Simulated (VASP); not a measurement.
Write the native input for VASP 6.6.1 that does the following.

* Task: single point
* Functional: PBEsol
* Potentials or basis: VASP PAW PBE potentials, release 64 (La)
* Cutoff: 520 eV
* k mesh: 5 × 5 × 2
* Occupations: fermi-dirac, width 0.05 eV
* Spin: no spin polarisation
* Dipole correction: no
* Further INCAR settings: ALGO = Normal; EDIFF = 1e-06; NBANDS = 30

The structure of La lies in POSCAR:

```
La
1.0
    3.7700000000      0.0000000000      0.0000000000
   -1.8850000000      3.2649157723      0.0000000000
    0.0000000000      0.0000000000     12.1590000000
La
4
Direct
    0.6666666667      0.3333333333      0.2500000000
    0.3333333333      0.6666666667      0.7500000000
    0.0000000000      0.0000000000      0.5000000000
    0.0000000000      0.0000000000      0.0000000000
```

The input as run:

INCAR

```
SYSTEM = La
  PREC = Accurate
  ENCUT = 520
  EDIFF = 1E-6
  ISMEAR = -1
  SIGMA = 0.05
  LREAL = .False.
  LASPH = .True.
  NELM = 60
  ALGO = Normal
  ISIF = 2
  LWAVE = .False.
  LCHARG = .False.
  GGA = PS
  NBANDS = 30
```

KPOINTS

```
Automatic mesh
0
Gamma
  5 5 2
  0 0 0
```

Potentials or basis: VASP PAW PBE potentials, release 64 (La).

Command:

```sh
$ cat potpaw_PBE.64/La/POTCAR > POTCAR
$ mpirun -np 1 vasp_std > vasp.out
```

Results of the run:

```yaml
Pressure: -2.0 GPa
Band_gap_on_the_k_mesh: zero (bands 22 and 23 overlap by 0.86 eV)
```

Caveat: the k points lie up to 0.38 Å⁻¹ apart, too coarse for converged energies and pressures of a metal; the PAW data sets were made with another functional, which shifts forces and pressure a little; spin-orbit coupling is left out, which moves the levels of the heavy elements.

Run time: 70 s on 1 thread of Intel(R) Xeon(R) Platinum 8559C (Emerald Rapids), on a shared host, peak memory 0.25 GiB.
